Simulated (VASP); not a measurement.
The system is MgGe2.

```
Ge Mg
1.0
     5.52149   -1.84985    0.00000
     5.52149    1.84985    0.00000
    -3.21762    0.00000    6.00777
Ge Mg
4 2
Cartesian
  4.8996 0.0000 1.7640
  2.9258 0.0000 4.2438
  6.5513 0.0000 5.9203
  1.2740 0.0000 0.0875
  7.8794 0.0000 2.0982
  -0.0541 0.0000 3.9095
```

Base run:

- Program: VASP 6.6.1
- Functional: PBE
- Potentials or basis: VASP PAW PBE potentials, release 64 (Ge_d, Mg)
- Cutoff: 520 eV
- k mesh: 8 × 8 × 5
- Occupations: fermi-dirac, width 0.05 eV
- Spin: no spin polarisation

Its results: band gap on the k mesh zero (bands 30 and 31 overlap by 1.85 eV); pressure -0.4 GPa; largest force 0.125 eV/Å.

**Question.** The run is repeated on the same cell with these changes: functional from PBE to LDA; potentials or basis from VASP PAW PBE potentials, release 64 (Ge_d, Mg) to VASP PAW LDA potentials, release 64 (Ge_d, Mg). What comes out?

**Answer.** Band gap on the k mesh zero (bands 30 and 31 overlap by 1.84 eV); pressure -4.7 GPa; largest force 0.233 eV/Å.

Caveats: the cell stands under tension (at least some runs).
